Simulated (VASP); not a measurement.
Write the native input for VASP 6.6.1 that does the following.

```yaml
Task: single point
Functional: LDA
Potentials_or_basis: VASP PAW LDA potentials, release 64 (Ca_sv, F)
Cutoff: 600 eV
k_mesh: 10 × 10 × 10
Occupations: fermi-dirac, width 0.03 eV
Spin: no spin polarisation
Dipole_correction: no
Further_INCAR_settings: ALGO = Normal; EDIFF = 1e-06; NBANDS = 19
```

The structure of CaF2 lies in POSCAR:

```
CaF2
1.0
    0.0000000000      2.6943366912      2.6943366912
    2.6943366912      0.0000000000      2.6943366912
    2.6943366912      2.6943366912      0.0000000000
Ca F
1 2
Direct
    0.0000000000      0.0000000000      0.0000000000
    0.2500000000      0.2500000000      0.2500000000
    0.7500000000      0.7500000000      0.7500000000
```

The input as run:

INCAR

```
PREC = Accurate
ENCUT = 600
EDIFF = 1E-6
ISMEAR = -1
SIGMA = 0.03
LREAL = False
LASPH = True
NELM = 120
ALGO = Normal
ISIF = 2
LWAVE = False
LCHARG = False
NBANDS = 19
GGA_COMPAT = False
```

KPOINTS

```
Automatic mesh
0
Gamma
  10 10 10
```

Potentials or basis: VASP PAW LDA potentials, release 64 (Ca_sv, F).

Launch:

```sh
$ cat potpaw_LDA.64/Ca_sv/POTCAR potpaw_LDA.64/F/POTCAR > POTCAR
$ mpirun -np 1 vasp_std > vasp.out
```

Results of the run:

```yaml
Pressure: -2.9 GPa
Band_gap_on_the_k_mesh: 7.14 eV (least direct gap 7.41 eV)
```

It took 22 s on 1 thread of Intel(R) Xeon(R) Platinum 8559C (Emerald Rapids) (shared host), peak memory 0.17 GiB.
